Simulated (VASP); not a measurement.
# Ni (P6_3/mmc) in VASP: single point with PBEsol

Aim: the single point of Ni with PBEsol.

Everything below comes from runs of VASP 6.6.1. Logs are shortened: lines on timing, memory, paths and dates and some standing lists are left out, and cuts for length are marked.

## 1. The cell of the first run

Symmetry: P6_3/mmc, No. 194, hexagonal system. The conventional cell has a = 2.442 Å, b = 2.442 Å, c = 8.057 Å, α = 90.00°, β = 90.00°, γ = 120.00°. Within 3.2 Å of Ni (site symmetry -3m) lie 12 Ni at 2.44 to 2.46 Å. Within 3.2 Å of Ni (site symmetry -6m2) lie 12 Ni at 2.44 to 2.46 Å.

This isn't the form of Ni at room conditions, which is fcc.

## 2. Single point, PBEsol, collinear spin, ferromagnetic start

INCAR

```
SYSTEM = Ni
  ALGO = Normal
  EDIFF = 1E-6
  ENCUT = 590
  GGA = PS
  GGA_COMPAT = .False.
  ISIF = 2
  ISMEAR = 0
  ISPIN = 2
  LASPH = .True.
  LCHARG = .False.
  LMAXMIX = 4
  LORBIT = 11
  LREAL = .False.
  LWAVE = .False.
  MAGMOM = 0.77 0.77 0.79 0.79
  NBANDS = 48
  NELM = 200
  PREC = Accurate
  SIGMA = 0.1
```

KPOINTS

```
k-points
0
Gamma
  9 9 2
  0 0 0
```

POSCAR

```
Ni
1.0
    2.4417809569      0.0000000000      0.0000000000
   -1.2208904784      2.1146443391      0.0000000000
    0.0000000000      0.0000000000      8.0570386615
Ni
4
Direct
    0.0000000000      0.0000000000      0.0000000000
    0.0000000000      0.0000000000      0.5000000000
    0.3333333333      0.6666666667      0.7500000000
    0.6666666667      0.3333333333      0.2500000000
```

Potentials or basis: VASP PAW PBE potentials, release 64 (Ni_sv_GW).

Run with:

```console
$ cat potpaw_PBE.64/Ni_sv_GW/POTCAR > POTCAR
$ mpirun -np 1 vasp_std > vasp.out
```

OUTCAR:

```text
SYSTEM = Ni
   EDIFF = 1E-6
   ENCUT = 590
   GGA = PS
   ISIF = 2
   ISMEAR = 0
   ISPIN = 2
   LASPH = .True.
   LORBIT = 11
   LREAL = .False.
   NELM = 200
   PREC = Accurate

 ion  position               nearest neighbor table
   1  0.000  0.000  0.000-   3 2.46   4 2.46   3 2.46   4 2.46   4 2.46   3 2.46
   2  0.000  0.000  0.500-   3 2.46   4 2.46   3 2.46   4 2.46   4 2.46   3 2.46
   3  0.333  0.667  0.750-   1 2.46   2 2.46   1 2.46   2 2.46   1 2.46   2 2.46
   4  0.667  0.333  0.250-   1 2.46   2 2.46   1 2.46   2 2.46   1 2.46   2 2.46

  LATTYP: Found a hexagonal cell.
 ALAT       =     2.4417809569
 C/A-ratio  =     3.2996566046

  Lattice vectors:

 A1 = (   2.4417809569,   0.0000000000,   0.0000000000)
 A2 = (  -1.2208904784,   2.1146443391,   0.0000000000)
 A3 = (   0.0000000000,   0.0000000000,   8.0570386615)

Analysis of symmetry for initial positions (statically):
=====================================================================
 Subroutine PRICEL returns:
 Original cell was already a primitive cell.

 Routine SETGRP: Setting up the symmetry group for a
 hexagonal supercell.

 Subroutine GETGRP returns: Found 24 space group operations
 (whereof 12 operations were pure point group operations)
 out of a pool of 24 trial point group operations.

The static configuration has the point symmetry D_3d.
 The point group associated with its full space group is D_6h.

Analysis of symmetry for dynamics (positions and initial velocities):
=====================================================================
 Subroutine PRICEL returns:
 Original cell was already a primitive cell.

 Routine SETGRP: Setting up the symmetry group for a
 hexagonal supercell.

 Subroutine GETGRP returns: Found 24 space group operations
 (whereof 12 operations were pure point group operations)
 out of a pool of 24 trial point group operations.

The dynamic configuration has the point symmetry D_3d.
 The point group associated with its full space group is D_6h.

Analysis of structural, dynamic, and magnetic symmetry:
=====================================================================
 Subroutine PRICEL returns:
 Original cell was already a primitive cell.

 Routine SETGRP: Setting up the symmetry group for a
 hexagonal supercell.

 Subroutine GETGRP returns: Found 24 space group operations
 (whereof 12 operations were pure point group operations)
 out of a pool of 24 trial point group operations.

The overall configuration has the point symmetry D_3d.
 The point group associated with its full space group is D_6h.

 Subroutine INISYM returns: Found 24 space group operations
 (whereof 12 operations are pure point group operations),
 and found     1 'primitive' translations

----------------------------------------------------------------------------------------

                                     Primitive cell

  volume of cell :      41.6025

  direct lattice vectors                    reciprocal lattice vectors
     2.441780957  0.000000000  0.000000000     0.409537144  0.236446380  0.000000000
    -1.220890478  2.114644339  0.000000000     0.000000000  0.472892761  0.000000000
     0.000000000  0.000000000  8.057038662     0.000000000  0.000000000  0.124115080

  length of vectors
     2.441780957  2.441780957  8.057038662     0.472892761  0.472892761  0.124115080

  position of ions in fractional coordinates (direct lattice)
     0.000000000  0.000000000  0.000000000
     0.000000000  0.000000000  0.500000000
     0.333333333  0.666666667  0.750000000
     0.666666667  0.333333333  0.250000000

  ion indices of the primitive-cell ions
   primitive index   ion index
                 1           1
                 2           2
                 3           3
                 4           4

----------------------------------------------------------------------------------------

 KPOINTS: k-points

Automatic generation of k-mesh.
 Grid dimensions read from file:
 generate k-points for:    9    9    2

 Generating k-lattice:

  Cartesian coordinates                     Fractional coordinates (reciprocal lattice)
     0.045504127  0.026271820  0.000000000     0.111111111 -0.000000000  0.000000000
     0.000000000  0.052543640  0.000000000     0.000000000  0.111111111  0.000000000
     0.000000000  0.000000000  0.062057540     0.000000000  0.000000000  0.500000000

  Length of vectors
     0.052543640  0.052543640  0.062057540

  Shift w.r.t. Gamma in fractional coordinates (k-lattice)
     0.000000000  0.000000000  0.000000000

 Subroutine IBZKPT returns following result:
 ===========================================

 Found     24 irreducible k-points:

 Following reciprocal coordinates:
            Coordinates               Weight
  0.000000  0.000000  0.000000      1.000000
  0.111111  0.000000  0.000000      6.000000
  0.222222  0.000000  0.000000      6.000000
  0.333333  0.000000  0.000000      6.000000
  0.444444  0.000000  0.000000      6.000000
  0.111111  0.111111  0.000000      6.000000
[... 16 lines left out ...]
  0.333333  0.222222  0.500000     12.000000
  0.333333  0.333333  0.500000      2.000000
   k-points           NKPTS =     24   k-points in BZ     NKDIM =     24   number of bands    NBANDS=     48
   number of dos      NEDOS =    301   number of ions     NIONS =      4
   total plane-waves  NPLWV =  25600
   dimension x,y,z NGX =    20 NGY =   20 NGZ =   64
   dimension x,y,z NGXF=    40 NGYF=   40 NGZF=  128
   ions per type =               4
   NGX,Y,Z   is equivalent  to a cutoff of  13.62, 13.62, 13.21 a.u.
   NGXF,Y,Z  is equivalent  to a cutoff of  27.23, 27.23, 26.41 a.u.
 SYSTEM =  Ni
   PREC   = accura    normal or accurate (medium, high low for compatibility)
   ISTART =      0    job   : 0-new  1-cont  2-samecut
   ICHARG =      2    charge: 1-file 2-atom 10-const
   ISPIN  =      2    spin polarized calculation?
   LNONCOLLINEAR =      F non collinear calculations
   LSORBIT =      F    spin-orbit coupling
   LASPH  =      T    aspherical Exc in radial PAW
   ENCUT  =  590.0 eV  43.36 Ry    6.59 a.u.   4.84  4.84 15.96*2*pi/ulx,y,z
   NELM   =    200;   NELMIN=  2; NELMDL= -5     # of ELM steps
   EDIFF  = 0.1E-05   stopping-criterion for ELM
   LREAL  =      F    real-space projection
   EDIFFG = 0.1E-04   stopping-criterion for IOM
   NSW    =      0    number of steps for IOM
   IBRION =     -1    ionic relax: 0-MD 1-quasi-New 2-CG
   NFREE  =      0    steps in history (QN), initial steepest desc. (CG)
   ISIF   =      2    stress and relaxation
   ISYM   =      2    0-nonsym 1-usesym 2-fastsym
   POTIM  = 0.5000    time-step for ionic-motion
   TEBEG  =    0.0;   TEEND  =   0.0 temperature during run
   PSTRESS=    0.0 pullay stress
   NELECT =      72.0000    total number of electrons
   NUPDOWN=      -1.0000    fix difference up-down
   EMIN   =  10.00;   EMAX   =-10.00  energy-range for DOS
   EFERMI =   0.00;   METHOD = LEGACY
   ISMEAR =     0;   SIGMA  =   0.10  broadening in eV -4-tet -1-fermi 0-gaus
   EFERMI_NEDOS =   21; number of points for ismear=-14 and -15
   IALGO  =     38    algorithm
   IMIX   =      4    mixing-type and parameters
     AMIX     =   0.40;   BMIX     =  1.00
     AMIX_MAG =   1.60;   BMIX_MAG =  1.00
  volume/ion in A,a.u.               =      10.40        70.19
  Fermi-wavevector in a.u.,A,eV,Ry     =   1.965528  3.714309 52.563376  3.863299
  Thomas-Fermi vector in A             =   2.989465
   LORBIT       =     11    0 simple, 1 ext, 2 COOP (PROOUT), +10 PAW based schemes
   GGA     = PS    functional components
   LHFCALC =     F    Hartree Fock is set to
   AEXX    =    0.0000 exact exchange contribution
   IVDW    =     0    specifies the selected vdW correction
   LEPSILON=     F    determine dielectric tensor
   LRPA    =     F    only Hartree local field effects (RPA)
 spin polarized calculation
 Gauss-broadening in eV      SIGMA  =   0.10
  energy-cutoff  :      590.00
  volume of cell :       41.60
 maximum number of plane-waves:      1380
 NGX is ok and might be reduce to    20
   NGX =  9   NGY =  9   NGZ = 31

 number of electron      71.9999986 magnetization       2.4438010

 Free energy of the ion-electron system (eV)
  ---------------------------------------------------
  ext. energy  EPLUGINS =         0.00000000
  ---------------------------------------------------
  free energy    TOTEN  =       -28.23843706 eV

  energy without entropy =      -28.20133219  energy(sigma->0) =      -28.21988462

 E-fermi :   8.2525     XC(G=0): -14.3722

 val. band max:        8.2505145999   @ k =   0.2222   0.0000   0.5000
 cond. band min:       8.2594569332   @ k =   0.4444   0.0000   0.0000
 fundamental gap:      0.0089423333
 Fermi energy:         8.2525040662

 spin component 1

 k-point     1 :       0.0000    0.0000    0.0000
  band No.  band energies     occupation
      1     -95.1674      1.00000
      2     -95.1554      1.00000
      3     -95.1357      1.00000
      4     -95.1245      1.00000
      5     -55.7970      1.00000
      6     -55.6896      1.00000
[... 40 lines left out ...]
     47      33.5734      0.00000
     48      33.7198      0.00000

 k-point     2 :       0.1111    0.0000    0.0000
  band No.  band energies     occupation
      1     -95.1630      1.00000
      2     -95.1513      1.00000
      3     -95.1324      1.00000
      4     -95.1212      1.00000
      5     -55.7868      1.00000
      6     -55.6913      1.00000
[... 40 lines left out ...]
     47      30.3962      0.00000
     48      31.4417      0.00000

 k-point     3 :       0.2222    0.0000    0.0000
  band No.  band energies     occupation
      1     -95.1514      1.00000
      2     -95.1426      1.00000
      3     -95.1237      1.00000
      4     -95.1150      1.00000
      5     -55.7602      1.00000
      6     -55.7091      1.00000
[... 1060 lines left out ...]
     47      22.4025      0.00000
     48      22.4055      0.00000

 k-point    24 :       0.3333    0.3333    0.5000
  band No.  band energies     occupation
      1     -95.1227      1.00000
      2     -95.1227      1.00000
      3     -95.1037      1.00000
      4     -95.1037      1.00000
      5     -55.7552      1.00000
      6     -55.7552      1.00000
[... 40 lines left out ...]
     47      19.8524      0.00000
     48      19.8524      0.00000
 Fermi energy:         8.2525040662

 spin component 2

 k-point     1 :       0.0000    0.0000    0.0000
  band No.  band energies     occupation
      1     -94.3635      1.00000
      2     -94.3445      1.00000
      3     -94.3416      1.00000
      4     -94.3235      1.00000
      5     -55.0014      1.00000
      6     -54.8771      1.00000
[... 40 lines left out ...]
     47      33.7040      0.00000
     48      33.9887      0.00000

 k-point     2 :       0.1111    0.0000    0.0000
  band No.  band energies     occupation
      1     -94.3587      1.00000
      2     -94.3403      1.00000
      3     -94.3383      1.00000
      4     -94.3204      1.00000
      5     -54.9907      1.00000
      6     -54.8831      1.00000
[... 40 lines left out ...]
     47      30.4991      0.00000
     48      31.4622      0.00000

 k-point     3 :       0.2222    0.0000    0.0000
  band No.  band energies     occupation
      1     -94.3463      1.00000
      2     -94.3313      1.00000
      3     -94.3294      1.00000
      4     -94.3144      1.00000
      5     -54.9631      1.00000
      6     -54.9201      1.00000
[... 1060 lines left out ...]
     47      22.5414      0.00000
     48      22.5634      0.00000

 k-point    24 :       0.3333    0.3333    0.5000
  band No.  band energies     occupation
      1     -94.3108      1.00000
      2     -94.3108      1.00000
      3     -94.3087      1.00000
      4     -94.3087      1.00000
      5     -54.9839      1.00000
      6     -54.9839      1.00000
[... 40 lines left out ...]
     47      20.0278      0.00000
     48      20.0278      0.00000

------------------------ aborting loop because EDIFF is reached ----------------------------------------

  FORCE on cell =-STRESS in cart. coord.  units (eV):
  Direction    XX          YY          ZZ          XY          YZ          ZX
  --------------------------------------------------------------------------------------
  -------------------------------------------------------------------------------------
  Total       -1.1454842     -1.1454842     -1.1059030     -0.0000000      0.0000000      0.0000000
  in kB      -44.1143837    -44.1143837    -42.5900466     -0.0000000      0.0000000      0.0000000
  external PRESSURE =     -43.6062713 kB  Pullay stress =       0.0000000 kB

 VOLUME and BASIS-vectors are now :
 -----------------------------------------------------------------------------
  energy-cutoff  :      590.00
  volume of cell :       41.60
      direct lattice vectors                 reciprocal lattice vectors
     2.441780957  0.000000000  0.000000000     0.409537144  0.236446380  0.000000000
    -1.220890478  2.114644339  0.000000000     0.000000000  0.472892761  0.000000000
     0.000000000  0.000000000  8.057038662     0.000000000  0.000000000  0.124115080

 POSITION                                       TOTAL-FORCE (eV/Angst)
 -----------------------------------------------------------------------------------
      0.00000      0.00000      0.00000         0.000000     -0.000000      0.000000
      0.00000      0.00000      4.02852         0.000000     -0.000000      0.000000
     -0.00000      1.40976      6.04278        -0.000000      0.000000     -0.000000
      1.22089      0.70488      2.01426         0.000000     -0.000000     -0.000000
 -----------------------------------------------------------------------------------
    total drift:                                0.000000     -0.000000      0.000000

  FREE ENERGIE OF THE ION-ELECTRON SYSTEM (eV)
  ---------------------------------------------------
  free  energy   TOTEN  =       -28.2384370566 eV

  energy  without entropy=      -28.2013321892  energy(sigma->0) =      -28.21988462

 total charge

# of ion       s       p       d       f       tot
--------------------------------------------------
    1        2.251   6.331   7.810   0.006  16.399
    2        2.251   6.331   7.810   0.006  16.399
    3        2.251   6.335   7.807   0.006  16.399
    4        2.251   6.335   7.807   0.006  16.399
--------------------------------------------------
tot          9.005  25.332  31.232   0.025  65.594

 magnetization (x)

# of ion       s       p       d       f       tot
--------------------------------------------------
    1       -0.001  -0.014   0.653  -0.000   0.637
    2       -0.001  -0.014   0.653  -0.000   0.637
    3       -0.001  -0.014   0.667  -0.000   0.652
    4       -0.001  -0.014   0.667  -0.000   0.652
--------------------------------------------------
tot         -0.004  -0.056   2.639  -0.001   2.578
```

It took 4.7 min on 1 thread of Intel Xeon Platinum 8375C at 2.90GHz (Ice Lake), shared host; peak memory 0.25 GiB.

Results:

| Item | Value |
| --- | --- |
| Free energy | -28.2384 eV |
| Pressure | -4.4 GPa |
| Net moment | 2.44 μB per cell |
| Site moments | Ni +0.64, +0.65 (each value once) μB |
| Valence electrons inside the program's atomic spheres | Ni 16.40 |

Stress tensor (GPa, compression positive):
```
-4.41  0.00  0.00
 0.00 -4.41  0.00
 0.00  0.00 -4.26
```

Levels at points of the mesh, in eV from the Fermi level:
Spin up:
```csv
k point,band 33,band 34,band 35,band 36,band 37,band 38,band 39,band 40,band 41,band 42
"(0.00, 0.00, 0.00)",-1.51,-1.22,-1.22,-0.99,-0.99,-0.63,-0.63,-0.63,5.77,14.46
"(0.00, 0.00, 0.50)",-1.36,-1.36,-1.36,-1.36,-0.79,-0.79,-0.79,-0.79,8.81,8.81
```
Spin down:
| k point | band 31 | band 32 | band 33 | band 34 | band 35 | band 36 | band 37 | band 38 | band 39 | band 40 |
| --- | --- | --- | --- | --- | --- | --- | --- | --- | --- | --- |
| (0.00, 0.00, 0.00) | -1.60 | -0.89 | -0.89 | -0.65 | -0.54 | -0.54 | -0.30 | -0.30 | 0.11 | 0.11 |
| (0.00, 0.00, 0.50) | -1.71 | -1.71 | -0.73 | -0.73 | -0.73 | -0.73 | -0.06 | -0.06 | -0.06 | -0.06 |

Caveat: the k points lie up to 0.39 Å⁻¹ apart; the PAW data sets were made with another functional, which shifts forces and pressure a little.
